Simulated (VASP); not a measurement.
Input of a VASP 6.6.1 run:

File INCAR:

```
SYSTEM = Fe
PREC     = Accurate       ! precision mode
ENCUT    = 520            ! plane-wave cutoff, eV
EDIFF    = 1E-6           ! SCF threshold, eV
ISMEAR   = -1             ! smearing method
SIGMA    = 0.05           ! smearing width, eV
LREAL    = .FALSE.        ! projectors in reciprocal space
LASPH    = .TRUE.         ! aspherical terms in the spheres
NELM     = 150            ! most SCF steps
ALGO     = Normal         ! electronic algorithm
ISIF     = 2              ! what is computed and relaxed
LWAVE    = .FALSE.        ! write WAVECAR
LCHARG   = .FALSE.        ! write CHGCAR
ISPIN    = 2              ! spin polarisation
MAGMOM   = 2.473          ! initial moments
LORBIT   = 11             ! projections on sites
LMAXMIX  = 4              ! l up to which the mixer works
GGA      = RP             ! functional
NBANDS   = 14             ! bands
```

File KPOINTS:

```
Automatic mesh
0
G
  21 21 21
  0 0 0
```

File POSCAR:

```
Fe
1.0
    2.4003446277      0.0000000000      0.0000000000
    0.0000000000      2.4003446277      0.0000000000
    0.0000000000      0.0000000000      2.4003446277
Fe
1
Direct
    0.0000000000      0.0000000000      0.0000000000
```

Potentials or basis: VASP PAW PBE potentials, release 64 (Fe).

Command:

```console
$ cat potpaw_PBE.64/Fe/POTCAR > POTCAR
$ mpirun -np 1 vasp_std > vasp.out
```

Task: Estimate the net moment.

Result: 2.52 μB per cell.

Task: What does it give for the pressure?

Result: 0.4 GPa.

Caveat: the PAW data sets were made with another functional, which shifts forces and pressure a little.
